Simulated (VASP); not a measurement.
The system is Ge.

```
Ge
1.0
     1.48805   -2.59469    0.00000
     1.48805    2.59469    0.00000
     0.00000    0.00000    4.72760
Ge
2
Direct
  0.66655 0.33345 0.75000
  0.33345 0.66655 0.25000
```

This isn't the form of Ge at room conditions, which is diamond.

- Program: VASP 6.6.1
- Task: relaxation of cell and atoms
- Functional: LDA
- Potentials or basis: VASP PAW LDA potentials, release 64 (Ge_d)
- Cutoff: 500 eV
- k mesh: 12 × 12 × 7
- Occupations: methfessel-paxton, width 0.1 eV
- Spin: no spin polarisation

At the start: pressure -1.3 GPa; volume 18.25 Å³/atom.

Problem. How do energy, volume and symmetry change on relaxing?

Solution. Over 11 steps the energy falls by 4.7 meV/atom and the volume is 17.96 Å³/atom (-1.6 %); space group P6_3/mmc (No. 194, to 0.1 Å) before, Cmcm (No. 63, to 0.1 Å).

The path:
```csv
step,energy change (eV),largest force (eV/Å),pressure (GPa),volume (Å³)
1,0.0000,0.0047,-1.27,36.51
2,-0.0063,0.0073,0.26,35.75
3,-0.0063,0.0081,0.58,35.62
4,-0.0081,0.0134,0.34,35.76
5,-0.0083,0.0161,0.25,35.82
6,-0.0086,0.0143,-0.09,35.98
7,-0.0086,0.0142,-0.26,36.02
8,-0.0086,0.0149,-0.14,36.00
9,-0.0089,0.0151,-0.14,35.98
10,-0.0094,0.0173,-0.09,35.92
11,-0.0094,0.0172,-0.07,35.93
```

Final structure:
```xyz
2
Lattice="1.4711 -2.6319 0.0000 1.4711 2.6319 0.0000 0.0000 0.0000 4.6400" Properties=species:S:1:pos:R:3 pbc="T T T"
Ge    1.4711   -0.8705    3.4800
Ge    1.4711    0.8705    1.1600
```
